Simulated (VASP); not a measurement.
# Si2W (I4/mmm) in VASP: a series of runs, part 2 of 3

VASP 6.6.1. The steps go on from the part before.

### Step 3. Single point, PBE (volume 13.674 Å^3 an atom, c/a of the conventional cell 2.5886)

Input file INCAR:

```
SYSTEM = Si2W
PREC = Accurate ; ENCUT = 520
EDIFF = 1E-6 ; ISMEAR = 0
SIGMA = 0.15 ; LREAL = .False.
LASPH = .True. ; NELM = 60
ALGO = Normal ; ISIF = 2
LWAVE = .False. ; LCHARG = .False.
GGA = PE ; NBANDS = 18
```

Input file KPOINTS:

```
regular mesh
0
Gamma
  18 18 18
  0 0 0
```

Input file POSCAR:

```
Si2W
1.0
   -1.5823182203      1.5823182203      4.0959889450
    1.5823182203     -1.5823182203      4.0959889450
    1.5823182203      1.5823182203     -4.0959889450
Si W
2 1
Direct
    0.3345726944      0.3345726944      0.0000000000
    0.6654273056      0.6654273056      0.0000000000
    0.0000000000      0.0000000000      0.0000000000
```

Potentials or basis: VASP PAW PBE potentials, release 64 (Si, W_sv).

Run with:

```sh
$ cat potpaw_PBE.64/Si/POTCAR potpaw_PBE.64/W_sv/POTCAR > POTCAR
$ mpirun -np 1 vasp_std > vasp.out
```

OUTCAR:

```text
SYSTEM = Si2W
   PREC = Accurate
   ENCUT = 520
   EDIFF = 1E-6
   ISMEAR = 0
   LREAL = .False.
   LASPH = .True.
   NELM = 60
   ISIF = 2
   GGA = PE

 ion  position               nearest neighbor table
   1  0.335  0.335  0.000-   3 2.62   3 2.62   3 2.62   3 2.62   2 2.63   2 2.63   2 2.63   2 2.63
                             2 2.71   3 2.74
   2  0.665  0.665  0.000-   3 2.62   3 2.62   3 2.62   3 2.62   1 2.63   1 2.63   1 2.63   1 2.63
                             1 2.71   3 2.74
   3  0.000  0.000  0.000-   2 2.62   2 2.62   2 2.62   1 2.62   2 2.62   1 2.62   1 2.62   1 2.62
                             1 2.74   2 2.74

  LATTYP: Found a body centered tetragonal cell.
 ALAT       =     3.1646364406
 C/A-ratio  =     2.5886000000

  Lattice vectors:

 A1 = (  -1.5823182203,   1.5823182203,   4.0959889450)
 A2 = (   1.5823182203,  -1.5823182203,   4.0959889450)
 A3 = (   1.5823182203,   1.5823182203,  -4.0959889450)

Analysis of symmetry for initial positions (statically):
=====================================================================
 Subroutine PRICEL returns:
 Original cell was already a primitive cell.

 Routine SETGRP: Setting up the symmetry group for a
 body centered tetragonal supercell.

 Subroutine GETGRP returns: Found 16 space group operations
 (whereof 16 operations were pure point group operations)
 out of a pool of 16 trial point group operations.

The static configuration has the point symmetry D_4h.

Analysis of symmetry for dynamics (positions and initial velocities):
=====================================================================
 Subroutine PRICEL returns:
 Original cell was already a primitive cell.

 Routine SETGRP: Setting up the symmetry group for a
 body centered tetragonal supercell.

 Subroutine GETGRP returns: Found 16 space group operations
 (whereof 16 operations were pure point group operations)
 out of a pool of 16 trial point group operations.
[... 120 lines left out ...]
   IALGO  =     38    algorithm
   IMIX   =      4    mixing-type and parameters
     AMIX     =   0.40;   BMIX     =  1.00
     AMIX_MAG =   1.60;   BMIX_MAG =  1.00
  volume/ion in A,a.u.               =      13.67        92.27
  Fermi-wavevector in a.u.,A,eV,Ry     =   1.330088  2.513501 24.070517  1.769133
  Thomas-Fermi vector in A             =   2.459201
   LORBIT       =      0    0 simple, 1 ext, 2 COOP (PROOUT), +10 PAW based schemes
   GGA     = PE    functional components
   LHFCALC =     F    Hartree Fock is set to
   AEXX    =    0.0000 exact exchange contribution
   IVDW    =     0    specifies the selected vdW correction
   LEPSILON=     F    determine dielectric tensor
   LRPA    =     F    only Hartree local field effects (RPA)
 non-spin polarized calculation
 Gauss-broadening in eV      SIGMA  =   0.15
  energy-cutoff  :      520.00
  volume of cell :       41.02
 maximum number of plane-waves:      1132
   NGX = 17   NGY = 17   NGZ = 17

 number of electron      21.9999999 magnetization

 Free energy of the ion-electron system (eV)
  ---------------------------------------------------
  ext. energy  EPLUGINS =         0.00000000
  ---------------------------------------------------
  free energy    TOTEN  =       -24.69830685 eV

  energy without entropy =      -24.69291744  energy(sigma->0) =      -24.69561215

 E-fermi :  11.8317     XC(G=0): -12.4656

 val. band max:       11.8290724780   @ k =   0.3333   0.2778   0.1667
 cond. band min:      11.8374059107   @ k =  -0.3889  -0.4444   0.3889
 fundamental gap:      0.0083334327
 Fermi energy:        11.8316901024

 k-point     1 :       0.0000    0.0000    0.0000
  band No.  band energies     occupation
      1     -62.1009      2.00000
      2     -26.3961      2.00000
      3     -26.2887      2.00000
      4     -26.2887      2.00000
      5      -2.2089      2.00000
      6       4.8505      2.00000
[... 481 lines left out ...]
      5      -1.2873      2.00000
      6       4.9941      2.00000
[... 10 lines left out ...]
     17      18.2396      0.00000
     18      20.2279      0.00000

 [... further k-points ...]

------------------------ aborting loop because EDIFF is reached ----------------------------------------

  FORCE on cell =-STRESS in cart. coord.  units (eV):
  Direction    XX          YY          ZZ          XY          YZ          ZX
  --------------------------------------------------------------------------------------
  -------------------------------------------------------------------------------------
  Total        1.8121931      1.8121931     -3.7660442      0.0000000      0.0000000     -0.0000000
  in kB       70.7796868     70.7796868   -147.0921747      0.0000000      0.0000000     -0.0000000
  external PRESSURE =      -1.8442670 kB  Pullay stress =       0.0000000 kB

 VOLUME and BASIS-vectors are now :
 -----------------------------------------------------------------------------
  energy-cutoff  :      520.00
  volume of cell :       41.02
      direct lattice vectors                 reciprocal lattice vectors
    -1.582318220  1.582318220  4.095988945     0.000000000  0.315992064  0.122070642
     1.582318220 -1.582318220  4.095988945     0.315992064  0.000000000  0.122070642
     1.582318220  1.582318220 -4.095988945     0.315992064  0.315992064  0.000000000

 POSITION                                       TOTAL-FORCE (eV/Angst)
 -----------------------------------------------------------------------------------
      0.00000      0.00000      2.74081        -0.000000     -0.000000      0.029475
      0.00000      0.00000      5.45117         0.000000      0.000000     -0.029475
      0.00000      0.00000      0.00000        -0.000000     -0.000000     -0.000000
 -----------------------------------------------------------------------------------
    total drift:                               -0.000000      0.000000      0.000000

  FREE ENERGIE OF THE ION-ELECTRON SYSTEM (eV)
  ---------------------------------------------------
  free  energy   TOTEN  =       -24.6983068508 eV

  energy  without entropy=      -24.6929174441  energy(sigma->0) =      -24.69561215
```

Run time: 4.6 min. Hardware: 1 thread of AMD EPYC 9R45 (Zen 5), shared host; peak memory 0.43 GiB.

What came out:

| Quantity | Value |
| --- | --- |
| Free energy | -24.6983 eV |
| Pressure | -0.2 GPa |
| Largest force | 0.029 eV/Å |
| Band gap on the k mesh | zero (band 11 reaches 12.81 eV, above the bottom of band 12 at 11.35 eV) |

Forces in eV/Å, atoms in the order of the input:
```
Si   0.000  0.000  0.029
Si   0.000  0.000 -0.029
W    0.000  0.000  0.000
```

Stress tensor (GPa, compression positive):
```
  7.08   0.00   0.00
  0.00   7.08   0.00
  0.00   0.00 -14.71
```

Levels at points of the mesh, in eV from the Fermi level:
```
           k point  band 8  band 9  band 10  band 11  band 12  band 13  band 14  band 15
(0.00, 0.00, 0.00)   -3.39   -2.57    -2.57     0.91     2.98     3.00     3.42     3.42
(0.50, 0.00, 0.00)   -4.97   -2.90    -2.48    -0.28     2.91     3.07     3.25     3.75
(0.50, 0.50, 0.00)   -5.52   -4.89    -3.63    -1.73     2.14     3.00     3.10     3.20
(0.50, 0.50, 0.50)   -2.52   -0.59    -0.59    -0.48    -0.48     1.03     3.34     4.37
```

Caveat: spin-orbit coupling is left out, which moves the levels of the heavy elements.

### Step 4. Single point, PBE (volume 13.674 Å^3 an atom, c/a of the conventional cell 2.2928)

Input file INCAR:

```
ALGO = Normal ; EDIFF = 1E-7
ENCUT = 520 ; GGA = PE
ISIF = 2 ; ISMEAR = 0
LASPH = T ; LCHARG = F
LREAL = F ; LWAVE = F
NBANDS = 18 ; NELM = 60
PREC = Accurate ; SIGMA = 0.15
```

Input file KPOINTS:

```
k-points
0
Gamma
  18 18 18
```

Input file POSCAR:

```
Si2W
1.0
   -1.6476315021      1.6476315021      3.7776895080
    1.6476315021     -1.6476315021      3.7776895080
    1.6476315021      1.6476315021     -3.7776895080
Si W
2 1
Direct
    0.3345726944      0.3345726944      0.0000000000
    0.6654273056      0.6654273056      0.0000000000
    0.0000000000      0.0000000000      0.0000000000
```

Potentials or basis: VASP PAW PBE potentials, release 64 (Si, W_sv).

Run with:

```sh
$ cat potpaw_PBE.64/Si/POTCAR potpaw_PBE.64/W_sv/POTCAR > POTCAR
$ mpirun -np 1 vasp_std > vasp.out
```

OUTCAR:

```text
EDIFF = 1E-7
   ENCUT = 520
   GGA = PE
   ISIF = 2
   ISMEAR = 0
   LASPH = T
   LREAL = F
   NELM = 60
   PREC = Accurate

 ion  position               nearest neighbor table
   1  0.335  0.335  0.000-   2 2.50   3 2.53   3 2.64   3 2.64   3 2.64   3 2.64   2 2.66   2 2.66
                             2 2.66   2 2.66
   2  0.665  0.665  0.000-   1 2.50   3 2.53   3 2.64   3 2.64   3 2.64   3 2.64   1 2.66   1 2.66
                             1 2.66   1 2.66
   3  0.000  0.000  0.000-   1 2.53   2 2.53   2 2.64   1 2.64   2 2.64   2 2.64   2 2.64   1 2.64
                             1 2.64   1 2.64

  LATTYP: Found a body centered tetragonal cell.
 ALAT       =     3.2952630042
 C/A-ratio  =     2.2928000000

  Lattice vectors:

 A1 = (  -1.6476315021,   1.6476315021,   3.7776895080)
 A2 = (   1.6476315021,  -1.6476315021,   3.7776895080)
 A3 = (   1.6476315021,   1.6476315021,  -3.7776895080)

Analysis of symmetry for initial positions (statically):
=====================================================================
[... 172 lines left out ...]

  energy without entropy =      -24.67745816  energy(sigma->0) =      -24.67878531

 E-fermi :  11.5922     XC(G=0): -12.4503

 val. band max:       11.5811274293   @ k =  -0.3889  -0.4444   0.3889
 cond. band min:      11.5993211892   @ k =  -0.2222  -0.2222   0.1667
 fundamental gap:      0.0181937599
 Fermi energy:        11.5922028937

 k-point     1 :       0.0000    0.0000    0.0000
  band No.  band energies     occupation
      1     -62.1543      2.00000
      2     -26.4320      2.00000
      3     -26.4320      2.00000
      4     -26.3633      2.00000
      5      -2.2092      2.00000
      6       5.1338      2.00000
[... 481 lines left out ...]
      5      -1.3386      2.00000
      6       5.1500      2.00000
[... 10 lines left out ...]
     17      17.7375      0.00000
     18      19.6445      0.00000

 [... further k-points ...]

------------------------ aborting loop because EDIFF is reached ----------------------------------------

  FORCE on cell =-STRESS in cart. coord.  units (eV):
  Direction    XX          YY          ZZ          XY          YZ          ZX
  --------------------------------------------------------------------------------------
  -------------------------------------------------------------------------------------
  Total       -1.7408412     -1.7408412      5.2112509      0.0000000     -0.0000000     -0.0000000
  in kB      -67.9928617    -67.9928617    203.5382995      0.0000000     -0.0000000     -0.0000000
  external PRESSURE =      22.5175254 kB  Pullay stress =       0.0000000 kB

 VOLUME and BASIS-vectors are now :
 -----------------------------------------------------------------------------
  energy-cutoff  :      520.00
  volume of cell :       41.02
      direct lattice vectors                 reciprocal lattice vectors
    -1.647631502  1.647631502  3.777689508     0.000000000  0.303465914  0.132356034
     1.647631502 -1.647631502  3.777689508     0.303465914  0.000000000  0.132356034
     1.647631502  1.647631502 -3.777689508     0.303465914  0.303465914  0.000000000

 POSITION                                       TOTAL-FORCE (eV/Angst)
 -----------------------------------------------------------------------------------
      0.00000      0.00000      2.52782         0.000000      0.000000      0.021490
      0.00000      0.00000      5.02756         0.000000      0.000000     -0.021490
      0.00000      0.00000      0.00000        -0.000000     -0.000000      0.000000
 -----------------------------------------------------------------------------------
    total drift:                               -0.000000      0.000000      0.000000

  FREE ENERGIE OF THE ION-ELECTRON SYSTEM (eV)
  ---------------------------------------------------
  free  energy   TOTEN  =       -24.6801124634 eV

  energy  without entropy=      -24.6774581565  energy(sigma->0) =      -24.67878531
```

OSZICAR:

```text
N       E                     dE             d eps       ncg     rms          rms(c)
DAV:   1     0.131732525509E+03    0.13173E+03   -0.10835E+04 17288   0.123E+03
DAV:   2    -0.209812469276E+02   -0.15271E+03   -0.14910E+03 19854   0.321E+02
DAV:   3    -0.255429908260E+02   -0.45617E+01   -0.45014E+01 21456   0.500E+01
DAV:   4    -0.255845145528E+02   -0.41524E-01   -0.41468E-01 20768   0.503E+00
DAV:   5    -0.255849621867E+02   -0.44763E-03   -0.44761E-03 20676   0.555E-01    0.249E+01
DAV:   6    -0.247774438445E+02    0.80752E+00   -0.36241E+00 18660   0.135E+01    0.846E+00
DAV:   7    -0.247023746574E+02    0.75069E-01   -0.18699E-01 18458   0.262E+00    0.444E+00
DAV:   8    -0.246803504684E+02    0.22024E-01   -0.36262E-02 19532   0.151E+00    0.317E-01
DAV:   9    -0.246801707001E+02    0.17977E-03   -0.81714E-04 20678   0.238E-01    0.187E-01
DAV:  10    -0.246801215132E+02    0.49187E-04   -0.18137E-04 19796   0.127E-01    0.218E-02
DAV:  11    -0.246801134717E+02    0.80416E-05   -0.14918E-05 19910   0.356E-02    0.131E-02
DAV:  12    -0.246801126702E+02    0.80150E-06   -0.11912E-06 20228   0.770E-03    0.126E-03
DAV:  13    -0.246801125159E+02    0.15423E-06   -0.83332E-08 12848   0.187E-03    0.333E-04
DAV:  14    -0.246801124634E+02    0.52562E-07   -0.63696E-09  9578   0.726E-04
   1 F= -.24680112E+02 E0= -.24678785E+02  d E =-.265431E-02
```

Run time: 5.7 min. Hardware: 1 thread of AMD EPYC 9R45 (Zen 5), shared host; peak memory 0.43 GiB.

What came out:

```
Free energy            : -24.6801 eV
Pressure               : 2.3 GPa
Largest force          : 0.021 eV/Å
Band gap on the k mesh : zero (band 11 reaches 12.17 eV, above the bottom of band 12 at 11.30 eV)
```

Forces in eV/Å, atoms in the order of the input:
```
Si   0.000  0.000  0.021
Si   0.000  0.000 -0.021
W    0.000  0.000  0.000
```

Caveat: spin-orbit coupling is left out, which moves the levels of the heavy elements.

(Continued in part 3 of 3.)
